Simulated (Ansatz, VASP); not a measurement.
One calculation of Sn, two programs

```
Sn
1.0
    -2.95242    2.95242    1.58271
     2.95242   -2.95242    1.58271
     2.95242    2.95242   -1.58271
Sn
2
Direct
  0.00000 0.00000 0.00000
  0.75000 0.25000 0.50000
```

Alike in both runs: functional r2SCAN; k mesh 6 × 6 × 6; occupations fermi-dirac, width 0.134 eV; no spin polarisation.

Ansatz relaxed the structure, and its values are those at the end. VASP's run is a single point on that final structure, the one shown.

|  | VASP | Ansatz |
| --- | --- | --- |
| version | VASP 6.6.1 | Ansatz 0.2.0 |
| potentials or method | VASP PAW PBE potentials, release 64 (Sn_d), cutoff 520 eV | PAW plane waves |
| valence electrons in the cell | 28 | 28 |

|  | VASP | Ansatz | Ansatz less VASP |
| --- | --- | --- | --- |
| gap on the k mesh at the Fermi level (eV) | none | none | - |
| pressure (GPa) | 0.0 | 0.0 | +0.03 |

VASP's potentials were made for PBE, not for r2SCAN. A gap of «none» marks a metal or a gap that the smearing closes.

The k mesh is coarse, so the values compare programs but aren't converged.
